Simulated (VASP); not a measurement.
# SnTe (Fm-3m) in VASP: a series of runs

SnTe is run at these levels: r2SCAN; tasks: single point.

Everything below comes from runs of VASP 6.6.1. Logs are shortened: lines on timing, memory, paths and dates and some standing lists are left out, and cuts for length are marked.

## (1) The cell of the first run

It takes space group Fm-3m (No. 225, cubic). The conventional cell has a = 6.242 Å, b = 6.242 Å, c = 6.242 Å, α = 90.00°, β = 90.00°, γ = 90.00°. Within 4.1 Å of Sn (site symmetry m-3m) lie 6 Te at 3.12 Å. Te (site symmetry m-3m) has 6 Sn at 3.12 Å within 4.1 Å.

## (2) Single point, r2SCAN

File POSCAR:

```
SnTe
1.0
    0.0000000000      3.1211069300      3.1211069300
    3.1211069300      0.0000000000      3.1211069300
    3.1211069300      3.1211069300      0.0000000000
Sn Te
1 1
Direct
    0.0000000000      0.0000000000      0.0000000000
    0.5000000000      0.5000000000      0.5000000000
```

File INCAR.step1:

```
PREC = Accurate
ENCUT = 520
ISMEAR = -1
SIGMA = 0.1
LREAL = F
LASPH = T
NELM = 80
NBANDS = 17
GGA = PE
ALGO = Normal
EDIFF = 1E-4
LWAVE = T
LCHARG = F
```

File INCAR.step2:

```
PREC = Accurate
ENCUT = 520
EDIFF = 1E-7
ISMEAR = -1
SIGMA = 0.1
LREAL = F
LASPH = T
NELM = 80
ALGO = Normal
ISIF = 2
LWAVE = F
LCHARG = F
METAGGA = R2SCAN
LMIXTAU = T
NBANDS = 17
ISTART = 1
```

File KPOINTS:

```
Automatic mesh
0
Gamma
  9 9 9
```

Potentials or basis: VASP PAW PBE potentials, release 64 (Sn_d, Te).

Command:

```
$ cat potpaw_PBE.64/Sn_d/POTCAR potpaw_PBE.64/Te/POTCAR > POTCAR
$ cp INCAR.step1 INCAR
$ mpirun -np 1 vasp_std > vasp.out
$ cp INCAR.step2 INCAR
$ mpirun -np 1 vasp_std > vasp.out
```

OUTCAR:

```text
PREC = Accurate
   ENCUT = 520
   EDIFF = 1E-7
   ISMEAR = -1
   LREAL = F
   LASPH = T
   NELM = 80
   ISIF = 2
   METAGGA = R2SCAN
   ISTART = 1

 ion  position               nearest neighbor table
   1  0.000  0.000  0.000-   2 3.12   2 3.12   2 3.12   2 3.12   2 3.12   2 3.12
   2  0.500  0.500  0.500-   1 3.12   1 3.12   1 3.12   1 3.12   1 3.12   1 3.12

  LATTYP: Found a face centered cubic cell.
 ALAT       =     6.2422138600

  Lattice vectors:

 A1 = (   0.0000000000,   3.1211069300,   3.1211069300)
 A2 = (   3.1211069300,   0.0000000000,   3.1211069300)
 A3 = (   3.1211069300,   3.1211069300,   0.0000000000)

Analysis of symmetry for initial positions (statically):
=====================================================================
 Subroutine PRICEL returns:
 Original cell was already a primitive cell.

 Routine SETGRP: Setting up the symmetry group for a
 face centered cubic supercell.

 Subroutine GETGRP returns: Found 48 space group operations
 (whereof 48 operations were pure point group operations)
 out of a pool of 48 trial point group operations.

The static configuration has the point symmetry O_h .

Analysis of symmetry for dynamics (positions and initial velocities):
=====================================================================
 Subroutine PRICEL returns:
 Original cell was already a primitive cell.

 Routine SETGRP: Setting up the symmetry group for a
 face centered cubic supercell.

 Subroutine GETGRP returns: Found 48 space group operations
 (whereof 48 operations were pure point group operations)
 out of a pool of 48 trial point group operations.

The dynamic configuration has the point symmetry O_h .

 Subroutine INISYM returns: Found 48 space group operations
 (whereof 48 operations are pure point group operations),
 and found     1 'primitive' translations

----------------------------------------------------------------------------------------

                                     Primitive cell

  volume of cell :      60.8073

  direct lattice vectors                    reciprocal lattice vectors
     0.000000000  3.121106930  3.121106930    -0.160199574  0.160199574  0.160199574
     3.121106930  0.000000000  3.121106930     0.160199574 -0.160199574  0.160199574
     3.121106930  3.121106930  0.000000000     0.160199574  0.160199574 -0.160199574

  length of vectors
     4.413911750  4.413911750  4.413911750     0.277473801  0.277473801  0.277473801

  position of ions in fractional coordinates (direct lattice)
     0.000000000  0.000000000  0.000000000
     0.500000000  0.500000000  0.500000000

  ion indices of the primitive-cell ions
   primitive index   ion index
                 1           1
                 2           2

----------------------------------------------------------------------------------------

 KPOINTS: Automatic mesh

Automatic generation of k-mesh.
 Grid dimensions read from file:
 generate k-points for:    9    9    9

 Generating k-lattice:

  Cartesian coordinates                     Fractional coordinates (reciprocal lattice)
    -0.017799953  0.017799953  0.017799953     0.111111111  0.000000000  0.000000000
     0.017799953 -0.017799953  0.017799953     0.000000000  0.111111111  0.000000000
     0.017799953  0.017799953 -0.017799953     0.000000000  0.000000000  0.111111111

  Length of vectors
     0.030830422  0.030830422  0.030830422

  Shift w.r.t. Gamma in fractional coordinates (k-lattice)
     0.000000000  0.000000000  0.000000000

 Subroutine IBZKPT returns following result:
 ===========================================

 Found     35 irreducible k-points:

 Following reciprocal coordinates:
            Coordinates               Weight
  0.000000  0.000000  0.000000      1.000000
  0.111111  0.000000  0.000000      8.000000
  0.222222  0.000000  0.000000      8.000000
  0.333333  0.000000  0.000000      8.000000
  0.444444  0.000000  0.000000      8.000000
  0.111111  0.111111  0.000000      6.000000
[... 16 lines left out ...]
 -0.333333  0.333333  0.000000     12.000000
  0.444444  0.444444  0.000000      6.000000
 [... further k-points ...]
   k-points           NKPTS =     35   k-points in BZ     NKDIM =     35   number of bands    NBANDS=     17
   number of dos      NEDOS =    301   number of ions     NIONS =      2
   total plane-waves  NPLWV =  46656
   dimension x,y,z NGX =    36 NGY =   36 NGZ =   36
   dimension x,y,z NGXF=    72 NGYF=   72 NGZF=   72
   ions per type =               1   1
   NGX,Y,Z   is equivalent  to a cutoff of  13.56, 13.56, 13.56 a.u.
   NGXF,Y,Z  is equivalent  to a cutoff of  27.12, 27.12, 27.12 a.u.
 SYSTEM =  unknown system
   PREC   = accura    normal or accurate (medium, high low for compatibility)
   ISTART =      1    job   : 0-new  1-cont  2-samecut
   ICHARG =      0    charge: 1-file 2-atom 10-const
   ISPIN  =      1    spin polarized calculation?
   LNONCOLLINEAR =      F non collinear calculations
   LSORBIT =      F    spin-orbit coupling
   LASPH  =      T    aspherical Exc in radial PAW
   ENCUT  =  520.0 eV  38.22 Ry    6.18 a.u.   8.21  8.21  8.21*2*pi/ulx,y,z
   NELM   =     80;   NELMIN=  2; NELMDL=  0     # of ELM steps
   EDIFF  = 0.1E-06   stopping-criterion for ELM
   LREAL  =      F    real-space projection
   EDIFFG = 0.1E-05   stopping-criterion for IOM
   NSW    =      0    number of steps for IOM
   IBRION =     -1    ionic relax: 0-MD 1-quasi-New 2-CG
   NFREE  =      0    steps in history (QN), initial steepest desc. (CG)
   ISIF   =      2    stress and relaxation
   ISYM   =      2    0-nonsym 1-usesym 2-fastsym
   POTIM  = 0.5000    time-step for ionic-motion
   TEBEG  =    0.0;   TEEND  =   0.0 temperature during run
   PSTRESS=    0.0 pullay stress
   NELECT =      20.0000    total number of electrons
   NUPDOWN=      -1.0000    fix difference up-down
   EMIN   =  10.00;   EMAX   =-10.00  energy-range for DOS
   EFERMI =   0.00;   METHOD = LEGACY
   ISMEAR =    -1;   SIGMA  =   0.10  broadening in eV -4-tet -1-fermi 0-gaus
   EFERMI_NEDOS =   21; number of points for ismear=-14 and -15
   IALGO  =     38    algorithm
   IMIX   =      4    mixing-type and parameters
     AMIX     =   0.40;   BMIX     =  1.00
     AMIX_MAG =   1.60;   BMIX_MAG =  1.00
  volume/ion in A,a.u.               =      30.40       205.17
  Fermi-wavevector in a.u.,A,eV,Ry     =   1.130055  2.135494 17.374965  1.277024
  Thomas-Fermi vector in A             =   2.266750
   LORBIT       =      0    0 simple, 1 ext, 2 COOP (PROOUT), +10 PAW based schemes
   METAGGA = R2SCAN    functional components
   LHFCALC =     F    Hartree Fock is set to
   AEXX    =    0.0000 exact exchange contribution
   IVDW    =     0    specifies the selected vdW correction
   LEPSILON=     F    determine dielectric tensor
   LRPA    =     F    only Hartree local field effects (RPA)
 non-spin polarized calculation
  energy-cutoff  :      520.00
  volume of cell :       60.81
 maximum number of plane-waves:      1652
 NGX is ok and might be reduce to    36
   NGX = 17   NGY = 17   NGZ = 17

 number of electron      19.9999997 magnetization

 Free energy of the ion-electron system (eV)
  ---------------------------------------------------
  ext. energy  EPLUGINS =         0.00000000
  ---------------------------------------------------
  free energy    TOTEN  =       -50.65521613 eV

  energy without entropy =      -50.65053109  energy(sigma->0) =      -50.65287361

 E-fermi :   7.3999     XC(G=0): -10.2070

 val. band max:        7.2725148537   @ k =   0.4444   0.0000   0.0000
 cond. band min:       7.6896772558   @ k =   0.4444   0.0000   0.0000
 fundamental gap:      0.4171624021
 Fermi energy:         7.3998954307

 k-point     1 :       0.0000    0.0000    0.0000
  band No.  band energies     occupation
      1     -15.3853      2.00000
      2     -15.3853      2.00000
      3     -15.3721      2.00000
      4     -15.3721      2.00000
      5     -15.3721      2.00000
      6      -6.3436      2.00000
[... 9 lines left out ...]
     16      12.2921      0.00000
     17      14.4692      0.00000

 k-point     2 :       0.1111    0.0000    0.0000
  band No.  band energies     occupation
      1     -15.3859      2.00000
      2     -15.3859      2.00000
      3     -15.3719      2.00000
      4     -15.3713      2.00000
      5     -15.3713      2.00000
      6      -6.2286      2.00000
[... 9 lines left out ...]
     16      12.5644      0.00000
     17      15.3052      0.00000

 k-point     3 :       0.2222    0.0000    0.0000
  band No.  band energies     occupation
      1     -15.3878      2.00000
      2     -15.3878      2.00000
      3     -15.3714      2.00000
      4     -15.3691      2.00000
      5     -15.3691      2.00000
      6      -5.8986      2.00000
[... 9 lines left out ...]
     16      13.3176      0.00000
     17      17.1348      0.00000

 k-point     4 :       0.3333    0.0000    0.0000
  band No.  band energies     occupation
      1     -15.3902      2.00000
      2     -15.3902      2.00000
      3     -15.3708      2.00000
      4     -15.3663      2.00000
      5     -15.3663      2.00000
      6      -5.4167      2.00000
[... 9 lines left out ...]
     16      14.4974      0.00000
     17      18.8243      0.00000
[... 343 lines left out ...]
      1     -15.4038      2.00000
      2     -15.3839      2.00000
      3     -15.3729      2.00000
      4     -15.3622      2.00000
      5     -15.3609      2.00000
      6      -4.5587      2.00000
[... 9 lines left out ...]
     16      16.6350      0.00000
     17      18.8501      0.00000

 k-point    23 :      -0.3333    0.3333    0.0000
  band No.  band energies     occupation
      1     -15.3997      2.00000
      2     -15.3872      2.00000
      3     -15.3697      2.00000
      4     -15.3646      2.00000
      5     -15.3623      2.00000
      6      -4.5734      2.00000
[... 9 lines left out ...]
     16      15.3601      0.00000
     17      17.9134      0.00000

 k-point    24 :       0.4444    0.4444    0.0000
  band No.  band energies     occupation
      1     -15.4086      2.00000
      2     -15.3798      2.00000
      3     -15.3765      2.00000
      4     -15.3596      2.00000
      5     -15.3596      2.00000
      6      -4.6262      2.00000
[... 9 lines left out ...]
     16      18.1489      0.00000
     17      18.8878      0.00000

 [... further k-points ...]
[... 5 lines left out ...]
  --------------------------------------------------------------------------------------
  -------------------------------------------------------------------------------------
  Total        1.1596146      1.1596146      1.1596146      0.0000000     -0.0000000      0.0000000
  in kB       30.5540169     30.5540169     30.5540169      0.0000000     -0.0000000      0.0000000
  external PRESSURE =      30.5540169 kB  Pullay stress =       0.0000000 kB

 VOLUME and BASIS-vectors are now :
 -----------------------------------------------------------------------------
  energy-cutoff  :      520.00
  volume of cell :       60.81
      direct lattice vectors                 reciprocal lattice vectors
     0.000000000  3.121106930  3.121106930    -0.160199574  0.160199574  0.160199574
     3.121106930  0.000000000  3.121106930     0.160199574 -0.160199574  0.160199574
     3.121106930  3.121106930  0.000000000     0.160199574  0.160199574 -0.160199574

 POSITION                                       TOTAL-FORCE (eV/Angst)
 -----------------------------------------------------------------------------------
      0.00000      0.00000      0.00000         0.000000      0.000000     -0.000000
      3.12111      3.12111      3.12111        -0.000000     -0.000000      0.000000
 -----------------------------------------------------------------------------------
    total drift:                               -0.000000      0.000000      0.000000

  FREE ENERGIE OF THE ION-ELECTRON SYSTEM (eV)
  ---------------------------------------------------
  free  energy   TOTEN  =       -50.6552161255 eV

  energy  without entropy=      -50.6505310911  energy(sigma->0) =      -50.65287361
```

It took 2.4 min on 1 thread of Intel Xeon Platinum 8259CL at 2.50GHz (Skylake/Cascade Lake), shared host; peak memory 0.23 GiB.

What came out:

```
Free energy : -50.6552 eV
Pressure    : 3.1 GPa
```

Caveat: this odd mesh misses L, where the gap lies, so gap, dielectric constants and Born charges aren't listed; the PAW data sets were made with another functional, which shifts forces and pressure a little; spin-orbit coupling is left out, which moves the levels of the heavy elements.

(Continued in part 2 of 2.)
